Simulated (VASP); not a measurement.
Input of a VASP 6.6.1 run:

Contents of INCAR:

```
ALGO     = Normal         # electronic algorithm
EDIFF    = 1E-6           # SCF threshold, eV
ENCUT    = 600            # plane-wave cutoff, eV
GGA      = PE             # functional
GGA_COMPAT= F            
ISIF     = 2              # what is computed and relaxed
ISMEAR   = -1             # smearing method
ISPIN    = 2              # spin polarisation
ISYM     = 0            
LASPH    = T              # aspherical terms in the spheres
LCHARG   = F              # write CHGCAR
LDAU     = T              # DFT+U
LDAUJ    = 0 0 0        
LDAUL    = 2 2 1          # shell
LDAUPRINT= 1            
LDAUTYPE = 2            
LDAUU    = 2.98 4.21 5.33 # U, eV
LMAXMIX  = 4              # l up to which the mixer works
LORBIT   = 11             # projections on sites
LREAL    = F              # projectors in reciprocal space
LWAVE    = F              # write WAVECAR
MAGMOM   = 4 4 2 2 2 2 0 0 0 0 0 0 # initial moments
NBANDS   = 62             # bands
NELM     = 200            # most SCF steps
PREC     = Accurate       # precision mode
SIGMA    = 0.1            # smearing width, eV
```

File KPOINTS:

```
Automatic mesh
0
Gamma
  5 2 6
  0 0.5 0
```

POSCAR

```
FeNi2O3
1.0
    3.8492616100      0.0000000000      0.0000000000
    0.0000000000      8.9976495400      0.0000000000
    0.0000000000      0.0000000000      3.0697860300
Fe Ni O
2 4 6
Direct
    0.2500000000      0.2500000000      0.3690000000
    0.7500000000      0.7500000000      0.6310000000
    0.7500000000      0.0860000000      0.8200000000
    0.7500000000      0.4140000000      0.8200000000
    0.2500000000      0.9140000000      0.1800000000
    0.2500000000      0.5860000000      0.1800000000
    0.7500000000      0.2500000000      0.4530000000
    0.2500000000      0.7500000000      0.5470000000
    0.2500000000      0.0940000000      0.8690000000
    0.2500000000      0.4060000000      0.8690000000
    0.7500000000      0.9060000000      0.1310000000
    0.7500000000      0.5940000000      0.1310000000
```

Potentials or basis: VASP PAW PBE potentials, release 64 (Fe, Ni, O).

Launch:

```bash
$ cat potpaw_PBE.64/Fe/POTCAR potpaw_PBE.64/Ni/POTCAR potpaw_PBE.64/O/POTCAR > POTCAR
$ mpirun -np 1 vasp_std > vasp.out
```

(1) What does it give for the pressure?

(2) Predict the band gap on the k mesh.

Results:

(1) 36.0 GPa.

(2) zero (filled and empty bands overlap).

Caveat: the cell stands under pressure; only a ferromagnetic start was run, and an antiferromagnetic order may lie lower in energy; forces of over 1 eV/Å act on the atoms, so gaps and moduli don't describe the material at rest.
